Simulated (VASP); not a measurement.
# MgO (P6_3/mmc) in VASP: notebook, part 2 of 2

VASP 6.6.1.

### 4 Single point, r2SCAN (strain -0.0150 x Voigt [0, 0, 1, 0, 0, 0])

File POSCAR:

```
MgO
1.0
    3.4841042127      0.0000000000      0.0000000000
   -1.7420521064      3.0173227576      0.0000000000
    0.0000000000      0.0000000000      4.1229022818
Mg O
2 2
Direct
    0.6666666667      0.3333333333      0.7500000000
    0.3333333333      0.6666666667      0.2500000000
    0.6666666667      0.3333333333      0.2500000000
    0.3333333333      0.6666666667      0.7500000000
```

File INCAR.step1:

```
ALGO = Normal
EDIFF = 1E-4
ENCUT = 520
GGA = PE
ISMEAR = 0
LASPH = True
LCHARG = False
LREAL = False
LWAVE = True
NBANDS = 16
NELM = 80
PREC = Accurate
SIGMA = 0.05
```

File INCAR.step2:

```
ALGO = Normal
EDIFF = 1E-6
ENCUT = 520
ISIF = 2
ISMEAR = 0
ISTART = 1
LASPH = True
LCHARG = True
LELF = True
LMIXTAU = True
LREAL = False
LVHAR = True
LWAVE = False
METAGGA = R2SCAN
NBANDS = 16
NELM = 80
PREC = Accurate
SIGMA = 0.05
```

File KPOINTS:

```
k-points
0
Gamma
  6 6 6
```

Potentials or basis: VASP PAW PBE potentials, release 64 (Mg, O).

Command:

```sh
> cat potpaw_PBE.64/Mg/POTCAR potpaw_PBE.64/O/POTCAR > POTCAR
> cp INCAR.step1 INCAR
> mpirun -np 1 vasp_std > vasp.out
> cp INCAR.step2 INCAR
> mpirun -np 1 vasp_std > vasp.out
```

OUTCAR:

```text
EDIFF = 1E-6
   ENCUT = 520
   ISIF = 2
   ISMEAR = 0
   ISTART = 1
   LASPH = True
   LREAL = False
   METAGGA = R2SCAN
   NELM = 80
   PREC = Accurate

 ion  position               nearest neighbor table
   1  0.667  0.333  0.750-   4 2.01   4 2.01   4 2.01   3 2.06   3 2.06   2 2.88   2 2.88   2 2.88
                             2 2.88   2 2.88   2 2.88
   2  0.333  0.667  0.250-   3 2.01   3 2.01   3 2.01   4 2.06   4 2.06   1 2.88   1 2.88   1 2.88
                             1 2.88   1 2.88   1 2.88
   3  0.667  0.333  0.250-   2 2.01   2 2.01   2 2.01   1 2.06   1 2.06
   4  0.333  0.667  0.750-   1 2.01   1 2.01   1 2.01   2 2.06   2 2.06

  LATTYP: Found a hexagonal cell.
 ALAT       =     3.4841042127
 C/A-ratio  =     1.1833464300

  Lattice vectors:

 A1 = (   3.4841042127,   0.0000000000,   0.0000000000)
 A2 = (  -1.7420521064,   3.0173227576,   0.0000000000)
 A3 = (   0.0000000000,   0.0000000000,   4.1229022818)

Analysis of symmetry for initial positions (statically):
=====================================================================
 Subroutine PRICEL returns:
 Original cell was already a primitive cell.

 Routine SETGRP: Setting up the symmetry group for a
 hexagonal supercell.

 Subroutine GETGRP returns: Found 24 space group operations
 (whereof 12 operations were pure point group operations)
 out of a pool of 24 trial point group operations.

The static configuration has the point symmetry D_3d.
 The point group associated with its full space group is D_6h.

Analysis of symmetry for dynamics (positions and initial velocities):
=====================================================================
 Subroutine PRICEL returns:
 Original cell was already a primitive cell.

 Routine SETGRP: Setting up the symmetry group for a
 hexagonal supercell.
[... 123 lines left out ...]
   EMIN   =  10.00;   EMAX   =-10.00  energy-range for DOS
   EFERMI =   0.00;   METHOD = LEGACY
   ISMEAR =     0;   SIGMA  =   0.05  broadening in eV -4-tet -1-fermi 0-gaus
   EFERMI_NEDOS =   21; number of points for ismear=-14 and -15
   IALGO  =     38    algorithm
   IMIX   =      4    mixing-type and parameters
     AMIX     =   0.40;   BMIX     =  1.00
     AMIX_MAG =   1.60;   BMIX_MAG =  1.00
  volume/ion in A,a.u.               =      10.84        73.12
  Fermi-wavevector in a.u.,A,eV,Ry     =   1.174382  2.219261 18.764800  1.379174
  Thomas-Fermi vector in A             =   2.310780
   LORBIT       =      0    0 simple, 1 ext, 2 COOP (PROOUT), +10 PAW based schemes
   METAGGA = R2SCAN    functional components
   LHFCALC =     F    Hartree Fock is set to
   AEXX    =    0.0000 exact exchange contribution
   IVDW    =     0    specifies the selected vdW correction
   LEPSILON=     F    determine dielectric tensor
   LRPA    =     F    only Hartree local field effects (RPA)
 non-spin polarized calculation
 Gauss-broadening in eV      SIGMA  =   0.05
  energy-cutoff  :      520.00
  volume of cell :       43.34
 maximum number of plane-waves:      1191
 NGX is ok and might be reduce to    28
   NGX = 13   NGY = 13   NGZ = 15

 number of electron      16.0000003 magnetization

 Free energy of the ion-electron system (eV)
  ---------------------------------------------------
  ext. energy  EPLUGINS =         0.00000000
  ---------------------------------------------------
  free energy    TOTEN  =       -32.06407166 eV

  energy without entropy =      -32.06407166  energy(sigma->0) =      -32.06407166

 E-fermi :   1.9601     XC(G=0): -10.6285

 val. band max:        1.6664456641   @ k =   0.0000   0.0000   0.0000
 cond. band min:       5.8397968599   @ k =   0.0000   0.0000   0.0000
 fundamental gap:      4.1733511958
 Fermi energy:         1.9601388353

 k-point     1 :       0.0000    0.0000    0.0000
  band No.  band energies     occupation
      1     -16.2759      2.00000
      2     -14.8497      2.00000
      3      -2.0166      2.00000
      4      -0.1325      2.00000
      5      -0.1325      2.00000
      6       0.8492      2.00000
[... 433 lines left out ...]
      3      -1.9711      2.00000
      4      -1.9711      2.00000
      5       0.1533      2.00000
      6       0.1533      2.00000
[... 8 lines left out ...]
     15      17.9912      0.00000
     16      17.9912      0.00000

 [... further k-points ...]
[... 5 lines left out ...]
  --------------------------------------------------------------------------------------
  -------------------------------------------------------------------------------------
  Total        0.1463317      0.1463317      0.9521919     -0.0000000      0.0000000      0.0000000
  in kB        5.4092012      5.4092012     35.1980917     -0.0000000      0.0000000      0.0000000
  external PRESSURE =      15.3388314 kB  Pullay stress =       0.0000000 kB

 VOLUME and BASIS-vectors are now :
 -----------------------------------------------------------------------------
  energy-cutoff  :      520.00
  volume of cell :       43.34
      direct lattice vectors                 reciprocal lattice vectors
     3.484104213  0.000000000  0.000000000     0.287017821  0.165709816  0.000000000
    -1.742052106  3.017322758  0.000000000     0.000000000  0.331419633  0.000000000
     0.000000000  0.000000000  4.122902282     0.000000000  0.000000000  0.242547587

 POSITION                                       TOTAL-FORCE (eV/Angst)
 -----------------------------------------------------------------------------------
      1.74205      1.00577      3.09218        -0.000000      0.000000      0.000000
     -0.00000      2.01155      1.03073        -0.000000      0.000000      0.000000
      1.74205      1.00577      1.03073         0.000000      0.000000      0.000000
     -0.00000      2.01155      3.09218         0.000000      0.000000      0.000000
 -----------------------------------------------------------------------------------
    total drift:                                0.000000     -0.000000      0.000000

  FREE ENERGIE OF THE ION-ELECTRON SYSTEM (eV)
  ---------------------------------------------------
  free  energy   TOTEN  =       -32.0640716577 eV

  energy  without entropy=      -32.0640716577  energy(sigma->0) =      -32.06407166
```

OUTCAR.step1:

```text
EDIFF = 1E-4
   ENCUT = 520
   GGA = PE
   ISMEAR = 0
[... 690 lines left out ...]
      1.74205      1.00577      3.09218         0.000000      0.000000      0.000000
     -0.00000      2.01155      1.03073        -0.000000     -0.000000      0.000000
      1.74205      1.00577      1.03073        -0.000000      0.000000      0.000000
     -0.00000      2.01155      3.09218         0.000000     -0.000000      0.000000
 -----------------------------------------------------------------------------------
    total drift:                                0.000000     -0.000000      0.000000

  FREE ENERGIE OF THE ION-ELECTRON SYSTEM (eV)
  ---------------------------------------------------
  free  energy   TOTEN  =       -23.6306005962 eV

  energy  without entropy=      -23.6306005962  energy(sigma->0) =      -23.63060060
```

Run time: 63 s. Hardware: 1 thread of Intel Xeon Platinum 8375C at 2.90GHz (Ice Lake), shared host; peak memory 0.18 GiB.

What came out:

- Free energy: -32.0641 eV
- Pressure: 1.5 GPa
- Band gap on the k mesh: 4.17 eV

Stress tensor (GPa, compression positive):
```
0.54 0.00 0.00
0.00 0.54 0.00
0.00 0.00 3.52
```

Caveat: the cell differs from its parent crystal (strain -0.0150 x Voigt [0, 0, 1, 0, 0, 0]); the PAW data sets were made with another functional, which shifts forces and pressure a little.

### 5 Single point, r2SCAN (strain -0.0050 x Voigt [0, 0, 1, 0, 0, 0])

POSCAR, as its differences from that of step 4:

```diff
@@ -4,3 +4,3 @@
    -1.7420521064      3.0173227576      0.0000000000
-    0.0000000000      0.0000000000      4.1229022818
+    0.0000000000      0.0000000000      4.1647591577
 Mg O
```

File INCAR.step1:

```
SYSTEM = MgO
ALGO = Normal
EDIFF = 1E-4
ENCUT = 520
GGA = PE
ISMEAR = 0
LASPH = .True.
LCHARG = .False.
LREAL = .False.
LWAVE = .True.
NBANDS = 16
NELM = 100
PREC = Accurate
SIGMA = 0.05
```

File INCAR.step2:

```
SYSTEM = MgO
ALGO = Normal
EDIFF = 1E-6
ENCUT = 520
ISIF = 2
ISMEAR = 0
ISTART = 1
LASPH = .True.
LCHARG = .False.
LMIXTAU = .True.
LREAL = .False.
LWAVE = .False.
METAGGA = R2SCAN
NBANDS = 16
NELM = 100
PREC = Accurate
SIGMA = 0.05
```

File KPOINTS:

```
k-points
0
Gamma
  6 6 6
  0 0 0
```

Potentials or basis: VASP PAW PBE potentials, release 64 (Mg, O).

Command:

```sh
> cat potpaw_PBE.64/Mg/POTCAR potpaw_PBE.64/O/POTCAR > POTCAR
> cp INCAR.step1 INCAR
> mpirun -np 1 vasp_std > vasp.out
> cp INCAR.step2 INCAR
> mpirun -np 1 vasp_std > vasp.out
```

OUTCAR:

```text
SYSTEM = MgO
   EDIFF = 1E-6
   ENCUT = 520
   ISIF = 2
   ISMEAR = 0
   ISTART = 1
   LASPH = .True.
   LREAL = .False.
   METAGGA = R2SCAN
   NELM = 100
   PREC = Accurate

 ion  position               nearest neighbor table
   1  0.667  0.333  0.750-   4 2.01   4 2.01   4 2.01   3 2.08   3 2.08   2 2.90   2 2.90   2 2.90
                             2 2.90   2 2.90   2 2.90
   2  0.333  0.667  0.250-   3 2.01   3 2.01   3 2.01   4 2.08   4 2.08   1 2.90   1 2.90   1 2.90
                             1 2.90   1 2.90   1 2.90
   3  0.667  0.333  0.250-   2 2.01   2 2.01   2 2.01   1 2.08   1 2.08
   4  0.333  0.667  0.750-   1 2.01   1 2.01   1 2.01   2 2.08   2 2.08

  LATTYP: Found a hexagonal cell.
 ALAT       =     3.4841042127
 C/A-ratio  =     1.1953600993

  Lattice vectors:

 A1 = (   3.4841042127,   0.0000000000,   0.0000000000)
 A2 = (  -1.7420521064,   3.0173227576,   0.0000000000)
 A3 = (   0.0000000000,   0.0000000000,   4.1647591577)

Analysis of symmetry for initial positions (statically):
=====================================================================
 Subroutine PRICEL returns:
 Original cell was already a primitive cell.

 Routine SETGRP: Setting up the symmetry group for a
 hexagonal supercell.

 Subroutine GETGRP returns: Found 24 space group operations
 (whereof 12 operations were pure point group operations)
 out of a pool of 24 trial point group operations.

The static configuration has the point symmetry D_3d.
 The point group associated with its full space group is D_6h.

Analysis of symmetry for dynamics (positions and initial velocities):
=====================================================================
 Subroutine PRICEL returns:
 Original cell was already a primitive cell.

 Routine SETGRP: Setting up the symmetry group for a
 hexagonal supercell.

 Subroutine GETGRP returns: Found 24 space group operations
 (whereof 12 operations were pure point group operations)
 out of a pool of 24 trial point group operations.

The dynamic configuration has the point symmetry D_3d.
 The point group associated with its full space group is D_6h.

 Subroutine INISYM returns: Found 24 space group operations
 (whereof 12 operations are pure point group operations),
 and found     1 'primitive' translations

----------------------------------------------------------------------------------------

                                     Primitive cell

  volume of cell :      43.7827

  direct lattice vectors                    reciprocal lattice vectors
     3.484104213  0.000000000  0.000000000     0.287017821  0.165709816  0.000000000
    -1.742052106  3.017322758  0.000000000     0.000000000  0.331419633  0.000000000
     0.000000000  0.000000000  4.164759158     0.000000000  0.000000000  0.240109923

  length of vectors
     3.484104213  3.484104213  4.164759158     0.331419633  0.331419633  0.240109923

  position of ions in fractional coordinates (direct lattice)
     0.666666667  0.333333333  0.750000000
     0.333333333  0.666666667  0.250000000
     0.666666667  0.333333333  0.250000000
     0.333333333  0.666666667  0.750000000

  ion indices of the primitive-cell ions
   primitive index   ion index
[... 24 lines left out ...]
     0.000000000  0.000000000  0.000000000

 Subroutine IBZKPT returns following result:
 ===========================================

 Found     28 irreducible k-points:

 Following reciprocal coordinates:
            Coordinates               Weight
  0.000000  0.000000  0.000000      1.000000
  0.166667  0.000000  0.000000      6.000000
  0.333333  0.000000  0.000000      6.000000
  0.500000  0.000000  0.000000      3.000000
  0.166667  0.166667  0.000000      6.000000
  0.333333  0.166667  0.000000     12.000000
[... 16 lines left out ...]
  0.166667  0.000000  0.500000      6.000000
  0.333333  0.000000  0.500000      6.000000
 [... further k-points ...]
   k-points           NKPTS =     28   k-points in BZ     NKDIM =     28   number of bands    NBANDS=     16
   number of dos      NEDOS =    301   number of ions     NIONS =      4
   total plane-waves  NPLWV =  25088
   dimension x,y,z NGX =    28 NGY =   28 NGZ =   32
   dimension x,y,z NGXF=    56 NGYF=   56 NGZF=   64
   ions per type =               2   2
   NGX,Y,Z   is equivalent  to a cutoff of  13.36, 13.36, 12.77 a.u.
   NGXF,Y,Z  is equivalent  to a cutoff of  26.72, 26.72, 25.55 a.u.
 SYSTEM =  MgO
   PREC   = accura    normal or accurate (medium, high low for compatibility)
   ISTART =      1    job   : 0-new  1-cont  2-samecut
   ICHARG =      0    charge: 1-file 2-atom 10-const
   ISPIN  =      1    spin polarized calculation?
   LNONCOLLINEAR =      F non collinear calculations
   LSORBIT =      F    spin-orbit coupling
   LASPH  =      T    aspherical Exc in radial PAW
   ENCUT  =  520.0 eV  38.22 Ry    6.18 a.u.   6.48  6.48  7.74*2*pi/ulx,y,z
   NELM   =    100;   NELMIN=  2; NELMDL=  0     # of ELM steps
   EDIFF  = 0.1E-05   stopping-criterion for ELM
   LREAL  =      F    real-space projection
   EDIFFG = 0.1E-04   stopping-criterion for IOM
   NSW    =      0    number of steps for IOM
   IBRION =     -1    ionic relax: 0-MD 1-quasi-New 2-CG
   NFREE  =      0    steps in history (QN), initial steepest desc. (CG)
   ISIF   =      2    stress and relaxation
   ISYM   =      2    0-nonsym 1-usesym 2-fastsym
   POTIM  = 0.5000    time-step for ionic-motion
   TEBEG  =    0.0;   TEEND  =   0.0 temperature during run
   PSTRESS=    0.0 pullay stress
   NELECT =      16.0000    total number of electrons
   NUPDOWN=      -1.0000    fix difference up-down
   EMIN   =  10.00;   EMAX   =-10.00  energy-range for DOS
   EFERMI =   0.00;   METHOD = LEGACY
   ISMEAR =     0;   SIGMA  =   0.05  broadening in eV -4-tet -1-fermi 0-gaus
   EFERMI_NEDOS =   21; number of points for ismear=-14 and -15
   IALGO  =     38    algorithm
   IMIX   =      4    mixing-type and parameters
     AMIX     =   0.40;   BMIX     =  1.00
     AMIX_MAG =   1.60;   BMIX_MAG =  1.00
  volume/ion in A,a.u.               =      10.95        73.87
  Fermi-wavevector in a.u.,A,eV,Ry     =   1.170435  2.211801 18.638861  1.369918
  Thomas-Fermi vector in A             =   2.306893
   LORBIT       =      0    0 simple, 1 ext, 2 COOP (PROOUT), +10 PAW based schemes
   METAGGA = R2SCAN    functional components
   LHFCALC =     F    Hartree Fock is set to
   AEXX    =    0.0000 exact exchange contribution
   IVDW    =     0    specifies the selected vdW correction
   LEPSILON=     F    determine dielectric tensor
   LRPA    =     F    only Hartree local field effects (RPA)
 non-spin polarized calculation
 Gauss-broadening in eV      SIGMA  =   0.05
  energy-cutoff  :      520.00
  volume of cell :       43.78
 maximum number of plane-waves:      1204
 NGX is ok and might be reduce to    28
   NGX = 13   NGY = 13   NGZ = 15

 number of electron      16.0000000 magnetization

 Free energy of the ion-electron system (eV)
  ---------------------------------------------------
  ext. energy  EPLUGINS =         0.00000000
  ---------------------------------------------------
  free energy    TOTEN  =       -32.06996920 eV

  energy without entropy =      -32.06996920  energy(sigma->0) =      -32.06996920

 E-fermi :   1.8549     XC(G=0): -10.5830

 val. band max:        1.6187768115   @ k =   0.0000   0.0000   0.0000
 cond. band min:       5.7294974300   @ k =   0.0000   0.0000   0.0000
 fundamental gap:      4.1107206185
 Fermi energy:         1.8549010207

 k-point     1 :       0.0000    0.0000    0.0000
  band No.  band energies     occupation
      1     -16.2896      2.00000
      2     -14.9057      2.00000
      3      -2.0634      2.00000
      4      -0.1583      2.00000
      5      -0.1583      2.00000
      6       0.7888      2.00000
[... 433 lines left out ...]
      3      -1.9925      2.00000
      4      -1.9925      2.00000
      5       0.1114      2.00000
      6       0.1114      2.00000
[... 8 lines left out ...]
     15      17.7086      0.00000
     16      17.7086      0.00000

 [... further k-points ...]
[... 5 lines left out ...]
  --------------------------------------------------------------------------------------
  -------------------------------------------------------------------------------------
  Total       -0.0762639     -0.0762639      0.1150129      0.0000000     -0.0000000     -0.0000000
  in kB       -2.7907871     -2.7907871      4.2087615      0.0000000     -0.0000000     -0.0000000
  external PRESSURE =      -0.4576043 kB  Pullay stress =       0.0000000 kB

 VOLUME and BASIS-vectors are now :
 -----------------------------------------------------------------------------
  energy-cutoff  :      520.00
  volume of cell :       43.78
      direct lattice vectors                 reciprocal lattice vectors
     3.484104213  0.000000000  0.000000000     0.287017821  0.165709816  0.000000000
    -1.742052106  3.017322758  0.000000000     0.000000000  0.331419633  0.000000000
     0.000000000  0.000000000  4.164759158     0.000000000  0.000000000  0.240109923

 POSITION                                       TOTAL-FORCE (eV/Angst)
 -----------------------------------------------------------------------------------
      1.74205      1.00577      3.12357        -0.000000      0.000000      0.000000
     -0.00000      2.01155      1.04119         0.000000     -0.000000      0.000000
      1.74205      1.00577      1.04119         0.000000      0.000000      0.000000
     -0.00000      2.01155      3.12357        -0.000000      0.000000      0.000000
 -----------------------------------------------------------------------------------
    total drift:                               -0.000000      0.000000     -0.000000

  FREE ENERGIE OF THE ION-ELECTRON SYSTEM (eV)
  ---------------------------------------------------
  free  energy   TOTEN  =       -32.0699691968 eV

  energy  without entropy=      -32.0699691968  energy(sigma->0) =      -32.06996920
```

It took 59 s on 1 thread of Intel Xeon Platinum 8375C at 2.90GHz (Ice Lake), shared host; peak memory 0.18 GiB.

What came out:

* Free energy: -32.0700 eV
* Pressure: 0.0 GPa
* Band gap on the k mesh: 4.11 eV

Levels at points of the mesh, in eV from the valence-band top:
```csv
k point,band 5,band 6,band 7,band 8,band 9,band 10,band 11,band 12
"(0.00, 0.00, 0.00)",-1.78,-0.83,-0.83,0.00,4.11,10.45,13.26,13.48
"(0.50, 0.00, 0.00)",-2.39,-1.95,-1.31,-0.53,7.67,10.07,10.68,13.34
"(0.00, 0.00, 0.50)",-1.32,-1.32,-1.32,-1.32,7.17,7.17,13.85,13.85
"(0.50, 0.00, 0.50)",-1.57,-1.57,-0.83,-0.83,8.05,8.05,13.09,13.09
```

Caveat: the cell differs from its parent crystal (strain -0.0050 x Voigt [0, 0, 1, 0, 0, 0]); the PAW data sets were made with another functional, which shifts forces and pressure a little.

### 6 Summary

| cell | gap on the mesh (eV) | pressure (GPa) |
| --- | --- | --- |
| a = 3.484, b = 3.484, c = 4.102 Å, angles 90.0, 90.0, 120.0°, 4 atoms | 4.20 | 2.4 |
| a = 3.484, b = 3.484, c = 4.144 Å, angles 90.0, 90.0, 120.0°, 4 atoms | 4.14 | 0.7 |
| a = 3.484, b = 3.484, c = 4.123 Å, angles 90.0, 90.0, 120.0°, 4 atoms | 4.17 | 1.5 |
| a = 3.484, b = 3.484, c = 4.165 Å, angles 90.0, 90.0, 120.0°, 4 atoms | 4.11 | 0.0 |

Alike in all rows: task single point; level r2SCAN; potentials or basis VASP PAW PBE potentials, release 64 (Mg, O); no spin polarisation; k mesh 6 × 6 × 6; cutoff (eV) 520; smearing gaussian 0.05 eV.

Caveats: the PAW data sets were made with another functional, which shifts forces and pressure a little.

Total energies depend on the potentials used, so only differences within one code and one set of settings carry meaning.
